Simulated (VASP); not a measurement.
## TiSi2: single point with PBE

The system is TiSi2.

```
Ti Si
1.0
    -0.12569    4.05408    4.19973
     2.32258   -0.09972    4.22570
     2.32473    4.08220   -0.09757
Ti Si
2 4
Direct
  0.75000 0.75000 0.75000
  0.50000 0.50000 0.50000
  0.08300 0.41700 0.08300
  0.41700 0.08300 0.41700
  0.16700 0.83300 0.16700
  0.83300 0.16700 0.83300
```

This cell differs from its parent crystal: equal xy, yz and zx shear strains of -3 %.

```json
{
  "Program": "VASP 6.6.1",
  "Task": "single point",
  "Functional": "PBE",
  "Potentials or basis": "VASP PAW PBE potentials, release 64 (Ti_sv, Si)",
  "Cutoff": "520 eV",
  "k mesh": "8 × 8 × 8",
  "Occupations": "fermi-dirac, width 0.08 eV",
  "Spin": "no spin polarisation"
}
```

```yaml
Pressure: 2.7 GPa
Largest_force: 0.369 eV/Å
Band_gap_on_the_k_mesh: zero (bands 20 and 21 overlap by 1.77 eV)
```

Forces in eV/Å, atoms in the order of the input:
```
Ti  -0.201 -0.207 -0.208
Ti   0.201  0.207  0.208
Si  -0.082  0.107 -0.009
Si  -0.091 -0.294 -0.204
Si   0.082 -0.107  0.009
Si   0.091  0.294  0.204
```

Stress tensor (GPa, compression positive):
```
3.37 3.99 4.77
3.99 2.02 2.89
4.77 2.89 2.65
```

Levels at points of the mesh, in eV from the Fermi level:
```tsv
k point	band 17	band 18	band 19	band 20	band 21	band 22	band 23	band 24
(0.00, 0.00, 0.00)	-2.32	-1.92	-1.69	-1.44	-0.93	2.00	3.10	3.20
(0.50, 0.00, 0.00)	-1.94	-1.14	-0.15	0.03	0.98	1.29	1.50	2.04
(0.00, 0.50, 0.00)	-2.04	-1.24	-0.03	0.17	1.01	1.39	1.96	2.27
(0.50, 0.50, 0.00)	-1.73	-1.50	-1.09	-1.00	0.80	0.82	3.07	3.28
(0.00, 0.00, 0.50)	-2.10	-1.00	0.06	0.16	0.95	1.27	1.85	2.16
(0.50, 0.00, 0.50)	-2.49	-2.18	-0.92	-0.79	1.23	1.27	3.17	3.23
(0.00, 0.50, 0.50)	-1.23	-1.17	-0.64	-0.62	0.86	0.98	2.18	2.34
(0.50, 0.50, 0.50)	-1.91	-0.96	-0.16	0.21	1.19	1.45	1.67	2.42
```

It took 7.5 min on 1 thread of Intel(R) Xeon(R) 6975P-C (Granite Rapids), with other jobs on the host, peak memory 0.61 GiB.

Caveat: the cell differs from its parent crystal (equal xy, yz and zx shear strains of -3 %).
